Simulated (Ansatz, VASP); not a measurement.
**Al3BiO in VASP and in Ansatz**

```xyz
5
Lattice="4.8232 0.0000 0.0000 -2.4116 4.1770 0.0000 0.0000 0.0000 5.2246" Properties=species:S:1:pos:R:3 pbc="T T T"
Al    2.4116    0.0000    2.6123
Al   -1.2058    2.0885    2.6123
Al    1.2058    2.0885    2.6123
Bi    0.0000    0.0000    0.0000
O     0.0000    0.0000    2.6123
```

Alike in both runs: task single point; functional PBE; k mesh 6 × 6 × 4; occupations gaussian, width 0.1 eV; no spin polarisation.

```csv
,VASP,Ansatz
version,VASP 6.6.1,Ansatz 0.2.0
potentials or method,"VASP PAW PBE potentials, release 64 (Al, Bi_d, O), cutoff 520 eV","scalar-relativistic, plane waves, PAW"
valence electrons in the cell,30,30
```

```csv
,VASP,Ansatz,Ansatz less VASP
gap on the k mesh at the Fermi level (eV),none,none,-
pressure (GPa),6.1,6.2,+0.05
"traceless stress, the component that is largest in VASP (GPa)",-10.35,-10.38,-0.029
```

A gap of «none» marks a metal or a gap that the smearing closes. With one functional, cell and mesh, what is left measures potentials, basis and numerics.

Neither program's run includes spin-orbit coupling.
